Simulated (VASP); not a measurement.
Here is a VASP 6.6.1 calculation.

Contents of INCAR:

```
PREC = Accurate ; ENCUT = 560
EDIFF = 1E-6 ; ISMEAR = -1
SIGMA = 0.1 ; LREAL = F
LASPH = T ; NELM = 120
ALGO = Normal ; ISIF = 2
LWAVE = F ; LCHARG = T
GGA = CA ; LELF = T
LVHAR = T ; NBANDS = 14
GGA_COMPAT = F
```

Contents of KPOINTS:

```
regular mesh
0
Gamma
  14 14 14
```

Contents of POSCAR:

```
Ir
1.0
    0.0000000000      1.9227941108      1.9227941108
    1.9227941108      0.0000000000      1.9227941108
    1.9227941108      1.9227941108      0.0000000000
Ir
1
Direct
    0.0000000000      0.0000000000      0.0000000000
```

Potentials or basis: VASP PAW LDA potentials, release 64 (Ir_sv_GW).

The run is started by

```console
$ cat potpaw_LDA.64/Ir_sv_GW/POTCAR > POTCAR
$ mpirun -np 1 vasp_std > vasp.out
```

(1) Estimate the pressure.

(2) Predict the band gap on the k mesh.

Results:

(1) -10.3 GPa.

(2) zero (an odd number of electrons rules out a gap without spin polarisation).

Caveat: the cell stands under tension; spin-orbit coupling is left out, which moves the levels of the heavy elements.
